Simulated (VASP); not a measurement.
# Al2BAs2 (I4/mmm) in VASP: notebook, part 2 of 3

VASP 6.6.1. The steps go on from the part before.

**3. Single point, PBE**

This run uses another cell than the first one, of 18.52 Å³/atom.

Input file INCAR:

```
  ALGO = Normal
  EDIFF = 1E-6
  ENCUT = 520
  GGA = PE
  ISIF = 2
  ISMEAR = 0
  LASPH = T
  LCHARG = F
  LREAL = F
  LWAVE = F
  NBANDS = 18
  NELM = 80
  PREC = Accurate
  SIGMA = 0.1
```

Input file KPOINTS:

```
k-points
0
Gamma
  6 6 6
```

Input file POSCAR:

```
Al2BAs2
1.0
   -2.6008912289      2.6008912289      3.4228684659
    2.6008912289     -2.6008912289      3.4228684659
    2.6008912289      2.6008912289     -3.4228684659
Al B As
2 1 2
Direct
    0.8067268336      0.8067268336      0.0000000000
    0.1932731664      0.1932731664      0.0000000000
    0.5000000000      0.5000000000      0.0000000000
    0.7500000000      0.2500000000      0.5000000000
    0.2500000000      0.7500000000      0.5000000000
```

Potentials or basis: VASP PAW PBE potentials, release 64 (Al, B, As).

Started as:

```
> cat potpaw_PBE.64/Al/POTCAR potpaw_PBE.64/B/POTCAR potpaw_PBE.64/As/POTCAR > POTCAR
> mpirun -np 1 vasp_std > vasp.out
```

Wall time 1.7 min (1 thread of Intel Xeon 8259CL, shared host); peak memory 0.26 GiB.

The run converged. Its results:

* Free energy: -20.2808 eV
* Pressure: 0.0 GPa
* Largest force: 0.010 eV/Å
* Band gap on the k mesh: zero (an odd number of electrons rules out a gap without spin polarisation)

Forces in eV/Å, atoms in the order of the input:
```
Al   0.000  0.000  0.010
Al   0.000  0.000 -0.010
B    0.000  0.000  0.000
As   0.000  0.000  0.000
As   0.000  0.000  0.000
```

Stress tensor (GPa, compression positive):
```
 0.10  0.00  0.00
 0.00  0.10  0.00
 0.00  0.00 -0.07
```

Levels at points of the mesh, in eV from the Fermi level:
| k point | band 5 | band 6 | band 7 | band 8 | band 9 | band 10 | band 11 | band 12 | band 13 | band 14 |
| --- | --- | --- | --- | --- | --- | --- | --- | --- | --- | --- |
| (0.00, 0.00, 0.00) | -3.81 | -3.76 | -2.13 | -2.13 | -2.09 | -2.09 | -0.05 | 0.11 | 0.11 | 3.24 |
| (0.50, 0.00, 0.00) | -3.68 | -3.42 | -3.02 | -2.47 | -0.40 | 0.02 | 0.41 | 2.15 | 2.66 | 3.04 |
| (0.50, 0.50, 0.00) | -4.47 | -3.78 | -0.30 | 0.46 | 0.56 | 0.83 | 0.93 | 1.18 | 1.44 | 4.33 |
| (0.50, 0.50, 0.50) | -5.30 | -5.30 | -1.82 | -0.71 | -0.71 | 0.99 | 2.23 | 2.40 | 2.40 | 4.41 |

**4. Single point, PBE**

This run uses another cell than the first one, of 18.48 Å³/atom.

Input file INCAR:

```
SYSTEM = Al2BAs2
PREC     = Accurate       ! precision mode
ENCUT    = 520            ! plane-wave cutoff, eV
EDIFF    = 1E-6           ! SCF threshold, eV
ISMEAR   = 0              ! smearing method
SIGMA    = 0.1            ! smearing width, eV
LREAL    = .FALSE.        ! projectors in reciprocal space
LASPH    = .TRUE.         ! aspherical terms in the spheres
NELM     = 100            ! most SCF steps
ALGO     = Normal         ! electronic algorithm
ISIF     = 2              ! what is computed and relaxed
LWAVE    = .FALSE.        ! write WAVECAR
LCHARG   = .FALSE.        ! write CHGCAR
GGA      = PE             ! functional
NBANDS   = 18             ! bands
```

Input file KPOINTS:

```
regular mesh
0
G
  10 10 10
  0 0 0
```

Input file POSCAR:

```
Al2BAs2
1.0
   -2.6074659912      2.6074659912      3.3980368960
    2.6074659912     -2.6074659912      3.3980368960
    2.6074659912      2.6074659912     -3.3980368960
Al B As
2 1 2
Direct
    0.8078808624      0.8078808624      0.0000000000
    0.1921191376      0.1921191376      0.0000000000
    0.5000000000      0.5000000000      0.0000000000
    0.7500000000      0.2500000000      0.5000000000
    0.2500000000      0.7500000000      0.5000000000
```

Potentials or basis: VASP PAW PBE potentials, release 64 (Al, B, As).

Started as:

```
> cat potpaw_PBE.64/Al/POTCAR potpaw_PBE.64/B/POTCAR potpaw_PBE.64/As/POTCAR > POTCAR
> mpirun -np 1 vasp_std > vasp.out
```

OUTCAR:

```text
SYSTEM = Al2BAs2
   PREC = Accurate
   ENCUT = 520
   EDIFF = 1E-6
   ISMEAR = 0
   LREAL = .FALSE.
   LASPH = .TRUE.
   NELM = 100
   ISIF = 2
   GGA = PE

 ion  position               nearest neighbor table
   1  0.808  0.808  0.000-   3 2.09   2 2.61   4 2.64   5 2.64   4 2.64   5 2.64
   2  0.192  0.192  0.000-   3 2.09   1 2.61   4 2.64   5 2.64   4 2.64   5 2.64
   3  0.500  0.500  0.000-   1 2.09   2 2.09
   4  0.750  0.250  0.500-   1 2.64   2 2.64   1 2.64   2 2.64
   5  0.250  0.750  0.500-   1 2.64   2 2.64   1 2.64   2 2.64

  LATTYP: Found a body centered tetragonal cell.
 ALAT       =     5.2149319824
 C/A-ratio  =     1.3031950973

  Lattice vectors:

 A1 = (  -2.6074659912,   2.6074659912,   3.3980368960)
 A2 = (   2.6074659912,  -2.6074659912,   3.3980368960)
 A3 = (   2.6074659912,   2.6074659912,  -3.3980368960)

Analysis of symmetry for initial positions (statically):
=====================================================================
 Subroutine PRICEL returns:
 Original cell was already a primitive cell.

 Routine SETGRP: Setting up the symmetry group for a
 body centered tetragonal supercell.

 Subroutine GETGRP returns: Found 16 space group operations
 (whereof 16 operations were pure point group operations)
 out of a pool of 16 trial point group operations.

The static configuration has the point symmetry D_4h.

Analysis of symmetry for dynamics (positions and initial velocities):
=====================================================================
 Subroutine PRICEL returns:
 Original cell was already a primitive cell.

 Routine SETGRP: Setting up the symmetry group for a
 body centered tetragonal supercell.

 Subroutine GETGRP returns: Found 16 space group operations
 (whereof 16 operations were pure point group operations)
 out of a pool of 16 trial point group operations.

The dynamic configuration has the point symmetry D_4h.

[... 126 lines left out ...]
  Fermi-wavevector in a.u.,A,eV,Ry     =   0.966238  1.825926 12.702622  0.933616
  Thomas-Fermi vector in A             =   2.096023
   LORBIT       =      0    0 simple, 1 ext, 2 COOP (PROOUT), +10 PAW based schemes
   GGA     = PE    functional components
   LHFCALC =     F    Hartree Fock is set to
   AEXX    =    0.0000 exact exchange contribution
   IVDW    =     0    specifies the selected vdW correction
   LEPSILON=     F    determine dielectric tensor
   LRPA    =     F    only Hartree local field effects (RPA)
 non-spin polarized calculation
 Gauss-broadening in eV      SIGMA  =   0.10
  energy-cutoff  :      520.00
  volume of cell :       92.41
 maximum number of plane-waves:      2517
 NGX is ok and might be reduce to    40
   NGX = 19   NGY = 19   NGZ = 19

 number of electron      19.0000001 magnetization

 Free energy of the ion-electron system (eV)
  ---------------------------------------------------
  ext. energy  EPLUGINS =         0.00000000
  ---------------------------------------------------
  free energy    TOTEN  =       -20.30217298 eV

  energy without entropy =      -20.28860346  energy(sigma->0) =      -20.29538822

 E-fermi :   5.0336     XC(G=0):  -9.8437

 val. band max:        5.0320521404   @ k =   0.5000   0.1000   0.0000
 cond. band min:       5.0481370653   @ k =  -0.2000  -0.2000   0.2000
 fundamental gap:      0.0160849248
 Fermi energy:         5.0335591501

 k-point     1 :       0.0000    0.0000    0.0000
  band No.  band energies     occupation
      1      -7.6135      2.00000
      2      -4.2821      2.00000
      3      -0.0693      2.00000
      4       1.2284      2.00000
      5       1.2305      2.00000
      6       1.2305      2.00000
[... 481 lines left out ...]
      5       0.7764      2.00000
      6       2.7891      2.00000
[... 10 lines left out ...]
     17      11.4206      0.00000
     18      11.6521      0.00000

 [... further k-points ...]

------------------------ aborting loop because EDIFF is reached ----------------------------------------

  FORCE on cell =-STRESS in cart. coord.  units (eV):
  Direction    XX          YY          ZZ          XY          YZ          ZX
  --------------------------------------------------------------------------------------
  -------------------------------------------------------------------------------------
  Total        0.0649325      0.0649325     -0.0150746      0.0000000      0.0000000     -0.0000000
  in kB        1.1257646      1.1257646     -0.2613548      0.0000000      0.0000000     -0.0000000
  external PRESSURE =       0.6633915 kB  Pullay stress =       0.0000000 kB

 VOLUME and BASIS-vectors are now :
 -----------------------------------------------------------------------------
  energy-cutoff  :      520.00
  volume of cell :       92.41
      direct lattice vectors                 reciprocal lattice vectors
    -2.607465991  2.607465991  3.398036896     0.000000000  0.191757055  0.147143782
     2.607465991 -2.607465991  3.398036896     0.191757055  0.000000000  0.147143782
     2.607465991  2.607465991 -3.398036896     0.191757055  0.191757055  0.000000000

 POSITION                                       TOTAL-FORCE (eV/Angst)
 -----------------------------------------------------------------------------------
      0.00000      0.00000      5.49042        -0.000000     -0.000000      0.007222
      0.00000      0.00000      1.30566        -0.000000     -0.000000     -0.007222
      0.00000      0.00000      3.39804         0.000000      0.000000      0.000000
     -0.00000      2.60747      1.69902         0.000000      0.000000      0.000000
      2.60747     -0.00000      1.69902         0.000000      0.000000      0.000000
 -----------------------------------------------------------------------------------
    total drift:                                0.000000     -0.000000     -0.000000

  FREE ENERGIE OF THE ION-ELECTRON SYSTEM (eV)
  ---------------------------------------------------
  free  energy   TOTEN  =       -20.3021729848 eV

  energy  without entropy=      -20.2886034601  energy(sigma->0) =      -20.29538822
```

stdout:

```text
POSCAR found type information on POSCAR AlB As
 POSCAR found :  3 types and       5 ions
 scaLAPACK will be used
 LDA part: xc-table for (Slater+PW92), standard interpolation
 POSCAR, INCAR and KPOINTS ok, starting setup
 FFT: planning ... GRIDC
 FFT: planning ... GRID_SOFT
 FFT: planning ... GRID
 WAVECAR not read
 entering main loop
```

Run time: 4.3 min. Hardware: 1 thread of Intel Xeon 8259CL, shared host; peak memory 0.35 GiB.

What came out:

- Free energy: -20.3022 eV
- Pressure: 0.1 GPa
- Largest force: 0.007 eV/Å
- Band gap on the k mesh: zero (an odd number of electrons rules out a gap without spin polarisation)

Forces on the atoms (eV/Å):
```
Al   0.000  0.000  0.007
Al   0.000  0.000 -0.007
B    0.000  0.000  0.000
As   0.000  0.000  0.000
As   0.000  0.000  0.000
```

**5. Relaxation of cell and atoms, PBE**

Input file INCAR:

```
PREC = Accurate
ENCUT = 600
EDIFF = 1E-7
ISMEAR = 0
SIGMA = 0.1
LREAL = False
LASPH = True
NELM = 60
ALGO = Normal
ISIF = 3
LWAVE = False
LCHARG = False
GGA = PE
IBRION = 2
NSW = 90
EDIFFG = -0.04
```

Input file KPOINTS:

```
Automatic mesh
0
Gamma
  6 6 6
```

Input file POSCAR:

```
Al2BAs2
1.0
   -2.2347081100      2.2347081100      4.5587438900
    2.2347081100     -2.2347081100      4.5587438900
    2.2347081100      2.2347081100     -4.5587438900
Al B As
2 1 2
Direct
    0.7924897400      0.7924897400      0.0000000000
    0.2075102600      0.2075102600      0.0000000000
    0.5000000000      0.5000000000      0.0000000000
    0.7500000000      0.2500000000      0.5000000000
    0.2500000000      0.7500000000      0.5000000000
```

Started as:

```
> cat potpaw_PBE.64/Al/POTCAR potpaw_PBE.64/B/POTCAR potpaw_PBE.64/As/POTCAR > POTCAR
> mpirun -np 1 vasp_std > vasp.out
```

Run time: 25 min. Hardware: 1 thread of Intel Xeon 8259CL, shared host; peak memory 0.38 GiB.

Results (log left out):

```yaml
Free_energy: -20.2803 eV
Relaxed_volume: 18.49 Å³/atom
Relaxed_cell: a = 5.021 Å, b = 5.021 Å, c = 5.021 Å, α = 117.65°, β = 117.65°, γ = 94.11°
Space_group_after_relaxing_to_0.1_Å: I4/mmm (No. 139)
Energy_gained_by_relaxing: 816.2 meV/atom
Ionic_steps: 17
Pressure_after_relaxing: 0.1 GPa
Largest_force_after_relaxing: 0.032 eV/Å
Band_gap_on_the_k_mesh: zero (an odd number of electrons rules out a gap without spin polarisation)
```

Forces on the atoms (eV/Å):
```
Al   0.000  0.000 -0.032
Al   0.000  0.000  0.032
B    0.000  0.000  0.000
As   0.000  0.000  0.000
As   0.000  0.000  0.000
```

Stress tensor (GPa, compression positive):
```
 0.22  0.00  0.00
 0.00  0.22  0.00
 0.00  0.00 -0.04
```

The path:
```csv
step,energy change (eV),largest force (eV/Å),pressure (GPa),volume (Å³)
1,0.0000,0.9774,25.96,91.06
2,-2.0730,1.1224,-10.40,132.85
3,-2.7934,0.9015,-3.93,114.28
4,-3.3807,0.8422,-4.00,107.83
5,-2.6295,6.0806,13.45,87.21
6,-3.7183,0.5366,-3.46,103.11
7,-3.9203,1.0770,1.00,95.30
8,-3.9429,0.2994,-1.09,97.95
9,-3.9491,0.4812,-0.60,97.24
10,-3.9491,0.5791,-0.34,96.88
11,-3.9858,0.5583,-0.03,95.51
12,-4.0608,0.2859,1.48,91.42
13,-4.0591,0.0041,2.36,89.73
14,-4.0639,0.1914,1.81,90.73
15,-4.0775,0.2298,0.03,92.32
16,-4.0787,0.1306,0.40,91.97
17,-4.0812,0.0324,0.14,92.44
```

Final structure:
```cif
data_structure
_symmetry_space_group_name_H-M 'P 1'
_symmetry_Int_Tables_number 1
_cell_length_a 5.0212
_cell_length_b 5.0212
_cell_length_c 5.0212
_cell_angle_alpha 117.654
_cell_angle_beta 117.654
_cell_angle_gamma 94.114
_cell_volume 92.44
loop_
_atom_site_label
_atom_site_type_symbol
_atom_site_fract_x
_atom_site_fract_y
_atom_site_fract_z
_atom_site_occupancy
Al1 Al 0.80724 0.80724 0.00000 1
Al2 Al 0.19276 0.19276 0.00000 1
B1 B 0.50000 0.50000 0.00000 1
As1 As 0.75000 0.25000 0.50000 1
As2 As 0.25000 0.75000 0.50000 1
```

Levels at points of the mesh, in eV from the Fermi level:
| k point | band 7 | band 8 | band 9 | band 10 | band 11 | band 12 |
| --- | --- | --- | --- | --- | --- | --- |
| (0.00, 0.00, 0.00) | -2.15 | -2.14 | -2.09 | -2.09 | -0.06 | 0.10 |
| (0.50, 0.00, 0.00) | -3.03 | -2.48 | -0.41 | 0.01 | 0.41 | 2.15 |
| (0.50, 0.50, 0.00) | -0.30 | 0.46 | 0.57 | 0.82 | 0.94 | 1.18 |
| (0.50, 0.50, 0.50) | -1.81 | -0.70 | -0.70 | 0.99 | 2.24 | 2.40 |

(Continued in part 3 of 3.)
